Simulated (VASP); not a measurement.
# SnS2 (P-3m1) in VASP: notebook

The runs below take SnS2 through single point, with LDA, revPBE+D3(BJ), RPBE.

Program: VASP 6.6.1. These are calculated values, not measurements. Logs are shortened: lines on timing, memory, paths and dates and some standing lists are left out, and cuts for length are marked.

## (1) The cell of the first run

It takes space group P-3m1 (No. 164, trigonal). The conventional cell has a = 3.632 Å, b = 3.632 Å, c = 5.698 Å, α = 90.00°, β = 90.00°, γ = 120.00°. Sn (site symmetry -3m) has 6 S at 2.56 Å within 3.4 Å. S (site symmetry 3m) has 3 Sn at 2.56 Å and 12 S at 3.47 to 3.63 Å within 3.7 Å.

## (2) Single point, LDA

The input, INCAR:

```
PREC = Accurate ; ENCUT = 500
EDIFF = 1E-6 ; ISMEAR = 0
SIGMA = 0.01 ; LREAL = F
LASPH = T ; NELM = 120
ALGO = Normal ; ISIF = 2
LWAVE = F ; LCHARG = F
GGA = CA ; NBANDS = 20
GGA_COMPAT = F
```

The input, KPOINTS:

```
Automatic mesh
0
Gamma
  12 12 4
```

The input, POSCAR:

```
SnS2
1.0
    3.6318175684      0.0000000000      0.0000000000
   -1.8159087842      3.1452462762      0.0000000000
    0.0000000000      0.0000000000      5.6976516613
Sn S
1 2
Direct
    0.0000000000      0.0000000000      0.0000000000
    0.3333333333      0.6666666667      0.2574812959
    0.6666666667      0.3333333333      0.7425187041
```

Potentials or basis: VASP PAW LDA potentials, release 64 (Sn_d, S).

Launch:

```sh
$ cat potpaw_LDA.64/Sn_d/POTCAR potpaw_LDA.64/S/POTCAR > POTCAR
$ mpirun -np 1 vasp_std > vasp.out
```

OUTCAR:

```text
PREC = Accurate
   ENCUT = 500
   EDIFF = 1E-6
   ISMEAR = 0
   LREAL = F
   LASPH = T
   NELM = 120
   ISIF = 2
   GGA = CA

 ion  position               nearest neighbor table
   1  0.000  0.000  0.000-   2 2.56   3 2.56   3 2.56   2 2.56   3 2.56   2 2.56
   2  0.333  0.667  0.257-   1 2.56   1 2.56   1 2.56
   3  0.667  0.333  0.743-   1 2.56   1 2.56   1 2.56

  LATTYP: Found a hexagonal cell.
 ALAT       =     3.6318175684
 C/A-ratio  =     1.5688154909

  Lattice vectors:

 A1 = (   3.6318175684,   0.0000000000,   0.0000000000)
 A2 = (  -1.8159087842,   3.1452462762,   0.0000000000)
 A3 = (   0.0000000000,   0.0000000000,   5.6976516613)

Analysis of symmetry for initial positions (statically):
=====================================================================
 Subroutine PRICEL returns:
 Original cell was already a primitive cell.

 Routine SETGRP: Setting up the symmetry group for a
 hexagonal supercell.

 Subroutine GETGRP returns: Found 12 space group operations
 (whereof 12 operations were pure point group operations)
 out of a pool of 24 trial point group operations.

The static configuration has the point symmetry D_3d.

Analysis of symmetry for dynamics (positions and initial velocities):
=====================================================================
 Subroutine PRICEL returns:
 Original cell was already a primitive cell.

 Routine SETGRP: Setting up the symmetry group for a
 hexagonal supercell.

 Subroutine GETGRP returns: Found 12 space group operations
 (whereof 12 operations were pure point group operations)
 out of a pool of 24 trial point group operations.

The dynamic configuration has the point symmetry D_3d.

 Subroutine INISYM returns: Found 12 space group operations
 (whereof 12 operations are pure point group operations),
 and found     1 'primitive' translations

----------------------------------------------------------------------------------------

                                     Primitive cell

  volume of cell :      65.0841

  direct lattice vectors                    reciprocal lattice vectors
     3.631817568  0.000000000  0.000000000     0.275344227  0.158970063  0.000000000
    -1.815908784  3.145246276  0.000000000     0.000000000  0.317940127  0.000000000
     0.000000000  0.000000000  5.697651661     0.000000000  0.000000000  0.175510905

  length of vectors
     3.631817568  3.631817568  5.697651661     0.317940127  0.317940127  0.175510905

  position of ions in fractional coordinates (direct lattice)
     0.000000000  0.000000000  0.000000000
     0.333333333  0.666666667  0.257481296
     0.666666667  0.333333333  0.742518704

  ion indices of the primitive-cell ions
   primitive index   ion index
                 1           1
                 2           2
                 3           3

----------------------------------------------------------------------------------------

 KPOINTS: Automatic mesh

Automatic generation of k-mesh.
 Grid dimensions read from file:
 generate k-points for:   12   12    4

 Generating k-lattice:

  Cartesian coordinates                     Fractional coordinates (reciprocal lattice)
     0.022945352  0.013247505  0.000000000     0.083333333  0.000000000  0.000000000
     0.000000000  0.026495011  0.000000000     0.000000000  0.083333333  0.000000000
     0.000000000  0.000000000  0.043877726     0.000000000  0.000000000  0.250000000

  Length of vectors
     0.026495011  0.026495011  0.043877726

  Shift w.r.t. Gamma in fractional coordinates (k-lattice)
     0.000000000  0.000000000  0.000000000

 Subroutine IBZKPT returns following result:
 ===========================================

 Found     69 irreducible k-points:

 Following reciprocal coordinates:
            Coordinates               Weight
  0.000000  0.000000  0.000000      1.000000
  0.083333  0.000000  0.000000      6.000000
  0.166667  0.000000  0.000000      6.000000
  0.250000  0.000000  0.000000      6.000000
  0.333333  0.000000  0.000000      6.000000
  0.416667  0.000000  0.000000      6.000000
[... 16 lines left out ...]
  0.166667  0.000000  0.250000      6.000000
  0.000000  0.166667  0.250000      6.000000
 [... further k-points ...]
   k-points           NKPTS =     69   k-points in BZ     NKDIM =     69   number of bands    NBANDS=     20
   number of dos      NEDOS =    301   number of ions     NIONS =      3
   total plane-waves  NPLWV =  32928
   dimension x,y,z NGX =    28 NGY =   28 NGZ =   42
   dimension x,y,z NGXF=    56 NGYF=   56 NGZF=   84
   ions per type =               1   2
   NGX,Y,Z   is equivalent  to a cutoff of  12.82, 12.82, 12.25 a.u.
   NGXF,Y,Z  is equivalent  to a cutoff of  25.63, 25.63, 24.51 a.u.
 SYSTEM =  unknown system
   PREC   = accura    normal or accurate (medium, high low for compatibility)
   ISTART =      0    job   : 0-new  1-cont  2-samecut
   ICHARG =      2    charge: 1-file 2-atom 10-const
   ISPIN  =      1    spin polarized calculation?
   LNONCOLLINEAR =      F non collinear calculations
   LSORBIT =      F    spin-orbit coupling
   LASPH  =      T    aspherical Exc in radial PAW
   ENCUT  =  500.0 eV  36.75 Ry    6.06 a.u.   6.62  6.62 10.39*2*pi/ulx,y,z
   NELM   =    120;   NELMIN=  2; NELMDL= -5     # of ELM steps
   EDIFF  = 0.1E-05   stopping-criterion for ELM
   LREAL  =      F    real-space projection
[... 7 lines left out ...]
   TEBEG  =    0.0;   TEEND  =   0.0 temperature during run
   PSTRESS=    0.0 pullay stress
   NELECT =      26.0000    total number of electrons
   NUPDOWN=      -1.0000    fix difference up-down
   EMIN   =  10.00;   EMAX   =-10.00  energy-range for DOS
   EFERMI =   0.00;   METHOD = LEGACY
   ISMEAR =     0;   SIGMA  =   0.01  broadening in eV -4-tet -1-fermi 0-gaus
   EFERMI_NEDOS =   21; number of points for ismear=-14 and -15
   IALGO  =     38    algorithm
   IMIX   =      4    mixing-type and parameters
     AMIX     =   0.40;   BMIX     =  1.00
     AMIX_MAG =   1.60;   BMIX_MAG =  1.00
  volume/ion in A,a.u.               =      21.69       146.40
  Fermi-wavevector in a.u.,A,eV,Ry     =   1.205705  2.278452 19.779126  1.453725
  Thomas-Fermi vector in A             =   2.341394
   LORBIT       =      0    0 simple, 1 ext, 2 COOP (PROOUT), +10 PAW based schemes
   GGA     = CA    functional components
   LHFCALC =     F    Hartree Fock is set to
   AEXX    =    0.0000 exact exchange contribution
   IVDW    =     0    specifies the selected vdW correction
   LEPSILON=     F    determine dielectric tensor
   LRPA    =     F    only Hartree local field effects (RPA)
 non-spin polarized calculation
 Gauss-broadening in eV      SIGMA  =   0.01
  energy-cutoff  :      500.00
  volume of cell :       65.08
 maximum number of plane-waves:      1701
 NGX is ok and might be reduce to    28
   NGX = 13   NGY = 13   NGZ = 21

 number of electron      26.0000012 magnetization

 Free energy of the ion-electron system (eV)
  ---------------------------------------------------
  ext. energy  EPLUGINS =         0.00000000
  ---------------------------------------------------
  free energy    TOTEN  =       -15.07269840 eV

  energy without entropy =      -15.07269840  energy(sigma->0) =      -15.07269840

 E-fermi :   5.2884     XC(G=0): -10.2152

 val. band max:        5.2226269289   @ k =   0.0833   0.0000   0.0000
 cond. band min:       6.3580647265   @ k =   0.0000   0.4167   0.2500
 fundamental gap:      1.1354377976
 Fermi energy:         5.2884479785

 k-point     1 :       0.0000    0.0000    0.0000
  band No.  band energies     occupation
      1     -15.8522      2.00000
      2     -15.8522      2.00000
      3     -15.8015      2.00000
      4     -15.7725      2.00000
      5     -15.7725      2.00000
      6      -8.9186      2.00000
[... 12 lines left out ...]
     19      14.6147      0.00000
     20      14.6147      0.00000

 k-point     2 :       0.0833    0.0000    0.0000
  band No.  band energies     occupation
      1     -15.8569      2.00000
      2     -15.8476      2.00000
      3     -15.7980      2.00000
      4     -15.7757      2.00000
      5     -15.7722      2.00000
      6      -8.8378      2.00000
[... 12 lines left out ...]
     19      14.2258      0.00000
     20      14.6808      0.00000

 k-point     3 :       0.1667    0.0000    0.0000
  band No.  band energies     occupation
      1     -15.8711      2.00000
      2     -15.8364      2.00000
      3     -15.7905      2.00000
      4     -15.7807      2.00000
      5     -15.7701      2.00000
      6      -8.5989      2.00000
[... 12 lines left out ...]
     19      13.7547      0.00000
     20      14.7720      0.00000

 k-point     4 :       0.2500    0.0000    0.0000
  band No.  band energies     occupation
      1     -15.8924      2.00000
      2     -15.8248      2.00000
      3     -15.7968      2.00000
      4     -15.7693      2.00000
      5     -15.7633      2.00000
      6      -8.2148      2.00000
[... 12 lines left out ...]
     19      13.5632      0.00000
     20      15.1786      0.00000

 k-point     5 :       0.3333    0.0000    0.0000
  band No.  band energies     occupation
      1     -15.9149      2.00000
      2     -15.8184      2.00000
      3     -15.8058      2.00000
      4     -15.7539      2.00000
      5     -15.7512      2.00000
      6      -7.7182      2.00000
[... 12 lines left out ...]
     19      14.2398      0.00000
     20      15.6813      0.00000
[... 353 lines left out ...]
      6      -8.7287      2.00000
[... 12 lines left out ...]
     19      13.8924      0.00000
     20      14.4693      0.00000

 k-point    22 :       0.0000    0.0833    0.2500
  band No.  band energies     occupation
      1     -15.8569      2.00000
      2     -15.8476      2.00000
      3     -15.7978      2.00000
      4     -15.7757      2.00000
      5     -15.7722      2.00000
      6      -8.7286      2.00000
[... 12 lines left out ...]
     19      13.8527      0.00000
     20      14.1377      0.00000

 k-point    23 :       0.1667    0.0000    0.2500
  band No.  band energies     occupation
      1     -15.8712      2.00000
      2     -15.8364      2.00000
      3     -15.7904      2.00000
      4     -15.7807      2.00000
      5     -15.7701      2.00000
      6      -8.4918      2.00000
[... 12 lines left out ...]
     19      13.8335      0.00000
     20      14.9484      0.00000

 k-point    24 :       0.0000    0.1667    0.2500
  band No.  band energies     occupation
      1     -15.8712      2.00000
      2     -15.8364      2.00000
      3     -15.7905      2.00000
      4     -15.7806      2.00000
      5     -15.7701      2.00000
      6      -8.4907      2.00000
[... 12 lines left out ...]
     19      13.5901      0.00000
     20      14.3358      0.00000

 [... further k-points ...]

------------------------ aborting loop because EDIFF is reached ----------------------------------------

  FORCE on cell =-STRESS in cart. coord.  units (eV):
  Direction    XX          YY          ZZ          XY          YZ          ZX
  --------------------------------------------------------------------------------------
  -------------------------------------------------------------------------------------
  Total       -0.0049539     -0.0049539     -0.0001608     -0.0000000      0.0000000      0.0000000
  in kB       -0.1219514     -0.1219514     -0.0039584     -0.0000000      0.0000000      0.0000000
  external PRESSURE =      -0.0826204 kB  Pullay stress =       0.0000000 kB

 VOLUME and BASIS-vectors are now :
 -----------------------------------------------------------------------------
  energy-cutoff  :      500.00
  volume of cell :       65.08
      direct lattice vectors                 reciprocal lattice vectors
     3.631817568  0.000000000  0.000000000     0.275344227  0.158970063  0.000000000
    -1.815908784  3.145246276  0.000000000     0.000000000  0.317940127  0.000000000
     0.000000000  0.000000000  5.697651661     0.000000000  0.000000000  0.175510905

 POSITION                                       TOTAL-FORCE (eV/Angst)
 -----------------------------------------------------------------------------------
      0.00000      0.00000      0.00000        -0.000000      0.000000      0.000000
     -0.00000      2.09683      1.46704        -0.000000     -0.000000      0.000092
      1.81591      1.04842      4.23061         0.000000      0.000000     -0.000092
 -----------------------------------------------------------------------------------
    total drift:                                0.000000     -0.000000     -0.000000

  FREE ENERGIE OF THE ION-ELECTRON SYSTEM (eV)
  ---------------------------------------------------
  free  energy   TOTEN  =       -15.0726984047 eV

  energy  without entropy=      -15.0726984047  energy(sigma->0) =      -15.07269840
```

Run time: 25 s. Hardware: 1 thread of Intel Xeon 6975P-C (Granite Rapids), shared host; peak memory 0.2 GiB.

What came out:

* Free energy: -15.0727 eV
* Pressure: 0.0 GPa
* Band gap on the k mesh: 1.14 eV (least direct gap 1.62 eV)

Caveat: spin-orbit coupling is left out, which moves the levels of the heavy elements.

## (3) Single point, revPBE+D3(BJ)

The input, INCAR:

```
SYSTEM = SnS2
ALGO = Normal ; EDIFF = 1E-6
ENCUT = 500 ; GGA = RE
GGA_COMPAT = .FALSE. ; ISIF = 2
ISMEAR = 0 ; IVDW = 12
LASPH = .TRUE. ; LCHARG = .FALSE.
LREAL = .FALSE. ; LWAVE = .FALSE.
NBANDS = 20 ; NELM = 120
PREC = Accurate ; SIGMA = 0.01
```

The input, KPOINTS:

```
k-points
0
G
  12 12 4
  0 0 0
```

The input, POSCAR:

```
SnS2
1.0
    3.6546544219      0.0000000000      0.0000000000
   -1.8273272109      3.1650235714      0.0000000000
    0.0000000000      0.0000000000      5.6191634653
Sn S
1 2
Direct
    0.0000000000      0.0000000000      0.0000000000
    0.3333333333      0.6666666667      0.2630289754
    0.6666666667      0.3333333333      0.7369710246
```

Potentials or basis: VASP PAW PBE potentials, release 64 (Sn_d, S).

Launch:

```sh
$ cat potpaw_PBE.64/Sn_d/POTCAR potpaw_PBE.64/S/POTCAR > POTCAR
$ mpirun -np 1 vasp_std > vasp.out
```

It took 26 s on 1 thread of Intel Xeon 6975P-C (Granite Rapids), shared host; peak memory 0.23 GiB.

It converged, with:

- Free energy: -14.1806 eV
- Pressure: -0.1 GPa
- Largest force: 0.007 eV/Å
- Band gap on the k mesh: 1.20 eV (least direct gap 1.70 eV)
- Dispersion energy per atom: -0.667 eV

Forces on the atoms (eV/Å):
```
Sn   0.000  0.000  0.000
S    0.000  0.000 -0.007
S    0.000  0.000  0.007
```

Levels at points of the mesh, in eV from the valence-band top:
```tsv
k point	band 11	band 12	band 13	band 14	band 15	band 16
(0.00, 0.00, 0.00)	-0.73	-0.73	-0.01	1.69	3.42	5.25
(0.50, 0.00, 0.00)	-2.86	-1.51	-0.49	1.63	4.25	5.56
(0.00, 0.00, 0.50)	-1.06	-0.48	-0.48	3.03	3.53	4.84
(0.50, 0.00, 0.50)	-1.94	-1.07	-1.06	1.35	4.48	5.28
```

Caveat: the PAW data sets were made with another functional, which shifts forces and pressure a little; spin-orbit coupling is left out, which moves the levels of the heavy elements.

## (4) Single point, RPBE

This run uses another cell than the first one, of 31.18 Å³/atom.

The input, INCAR:

```
PREC = Accurate ; ENCUT = 500
EDIFF = 1E-6 ; ISMEAR = 0
SIGMA = 0.01 ; LREAL = F
LASPH = T ; NELM = 120
ALGO = Normal ; ISIF = 2
LWAVE = F ; LCHARG = F
GGA = RP ; NBANDS = 20
GGA_COMPAT = F
```

The input, KPOINTS:

```
Automatic mesh
0
Gamma
  12 12 4
```

The input, POSCAR:

```
SnS2
1.0
    3.7396893287      0.0000000000      0.0000000000
   -1.8698446643      3.2386659609      0.0000000000
    0.0000000000      0.0000000000      7.7229933274
Sn S
1 2
Direct
    0.0000000000      0.0000000000      0.0000000000
    0.3333333333      0.6666666667      0.1915795990
    0.6666666667      0.3333333333      0.8084204010
```

Launch:

```sh
$ cat potpaw_PBE.64/Sn_d/POTCAR potpaw_PBE.64/S/POTCAR > POTCAR
$ mpirun -np 1 vasp_std > vasp.out
```

Wall time 39 s (1 thread of Intel Xeon 6975P-C (Granite Rapids), shared host); peak memory 0.26 GiB.

Results (log left out):

```yaml
Free_energy: -12.3537 eV
Pressure: -0.1 GPa
Largest_force: 0.006 eV/Å
Band_gap_on_the_k_mesh: 1.61 eV (least direct gap 1.83 eV)
```

Forces on the atoms (eV/Å):
```
Sn   0.000  0.000  0.000
S    0.000  0.000 -0.006
S    0.000  0.000  0.006
```

Stress tensor (GPa, compression positive):
```
-0.14  0.00  0.00
 0.00 -0.14  0.00
 0.00  0.00 -0.06
```

Levels at points of the mesh, in eV from the valence-band top:
```
           k point  band 11  band 12  band 13  band 14  band 15  band 16
(0.00, 0.00, 0.00)    -0.46    -0.11    -0.11     2.15     3.85     5.41
(0.50, 0.00, 0.00)    -1.84    -0.38    -0.21     1.64     4.85     6.59
(0.00, 0.00, 0.50)    -0.46    -0.11    -0.11     2.44     3.85     5.40
(0.50, 0.00, 0.50)    -1.78    -0.37    -0.22     1.61     4.92     6.32
```

Caveat: the PAW data sets were made with another functional, which shifts forces and pressure a little; spin-orbit coupling is left out, which moves the levels of the heavy elements; this functional lacks dispersion, which binds the layers, so the pressure and a relaxed spacing across them are unreliable. A k mesh can miss the band edges.

## (5) The runs side by side

```csv
level,potentials or basis,cell,gap on the mesh (eV),pressure (GPa),largest force (eV/Å)
LDA,"VASP PAW LDA potentials, release 64 (Sn_d, S)","a = 3.632, b = 3.632, c = 5.698 Å, angles 90.0, 90.0, 120.0°, 3 atoms, atomic positions A",1.14,0.0,-
revPBE+D3(BJ),"VASP PAW PBE potentials, release 64 (Sn_d, S)","a = 3.655, b = 3.655, c = 5.619 Å, angles 90.0, 90.0, 120.0°, 3 atoms, atomic positions B",1.20,-0.1,0.01
RPBE,"VASP PAW PBE potentials, release 64 (Sn_d, S)","a = 3.740, b = 3.740, c = 7.723 Å, angles 90.0, 90.0, 120.0°, 3 atoms, atomic positions C",1.61,-0.1,0.01
```

Alike in all rows: task single point; no spin polarisation; k mesh 12 × 12 × 4; cutoff (eV) 500; smearing gaussian 0.01 eV.

Caveats: spin-orbit coupling is left out, which moves the levels of the heavy elements; the PAW data sets were made with another functional, which shifts forces and pressure a little (at least some runs); this functional lacks dispersion, which binds the layers, so the pressure and a relaxed spacing across them are unreliable (at least some runs).

Absolute energies hang on the potentials; compare differences alone.
